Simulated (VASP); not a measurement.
Write the native input for VASP 6.6.1 that does the following.

- Task: single point
- Functional: r2SCAN
- Potentials or basis: VASP PAW PBE potentials, release 64 (Sn_d)
- Cutoff: 520 eV
- k mesh: 16 × 16 × 16
- Occupations: gaussian, width 0.15 eV
- Spin: no spin polarisation
- Dipole correction: no
- Further INCAR settings: ALGO = Normal; EDIFF = 1e-06; NBANDS = 21

The system is Sn.

```xyz
2
Lattice="-2.7931 2.7931 1.6793 2.7931 -2.7931 1.6793 2.7931 2.7931 -1.6793" Properties=species:S:1:pos:R:3 pbc="T T T"
Sn    0.0000    2.7931    0.8396
Sn    0.0000    0.0000    0.0000
```

This cell differs from its parent crystal: strain -0.050 along x and y, +0.050 along z.

One way to write it, as run:

POSCAR

```
Sn
1.0
   -2.7931334325      2.7931334325      1.6792670883
    2.7931334325     -2.7931334325      1.6792670883
    2.7931334325      2.7931334325     -1.6792670883
Sn
2
Direct
    0.7500000000      0.2500000000      0.5000000000
    0.0000000000      0.0000000000      0.0000000000
```

INCAR.step1

```
  PREC = Accurate
  ENCUT = 520
  ISMEAR = 0
  SIGMA = 0.15
  LREAL = F
  LASPH = T
  NELM = 80
  NBANDS = 21
  GGA = PE
  ALGO = Normal
  EDIFF = 1E-4
  LWAVE = T
  LCHARG = F
```

INCAR.step2

```
  PREC = Accurate
  ENCUT = 520
  EDIFF = 1E-6
  ISMEAR = 0
  SIGMA = 0.15
  LREAL = F
  LASPH = T
  NELM = 80
  ALGO = Normal
  ISIF = 2
  LWAVE = F
  LCHARG = F
  METAGGA = R2SCAN
  LMIXTAU = T
  NBANDS = 21
  ISTART = 1
```

KPOINTS

```
Automatic mesh
0
Gamma
  16 16 16
```

Potentials or basis: VASP PAW PBE potentials, release 64 (Sn_d).

The run is started by

```console
$ cat potpaw_PBE.64/Sn_d/POTCAR > POTCAR
$ cp INCAR.step1 INCAR
$ mpirun -np 1 vasp_std > vasp.out
$ cp INCAR.step2 INCAR
$ mpirun -np 1 vasp_std > vasp.out
```

Results of the run:

The pressure is 4.1 GPa and the band gap on the k mesh is zero (bands 14 and 15 overlap by 5.61 eV).

Caveat: the cell differs from its parent crystal (strain -0.050 along x and y, +0.050 along z); the stress differs along the axes, from 0 to 6 GPa; the PAW data sets were made with another functional, which shifts forces and pressure a little; spin-orbit coupling is left out, which moves the levels of the heavy elements.

It took 11 min on 1 thread of Intel(R) Xeon(R) 6975P-C (Granite Rapids), on a shared host, peak memory 0.41 GiB.
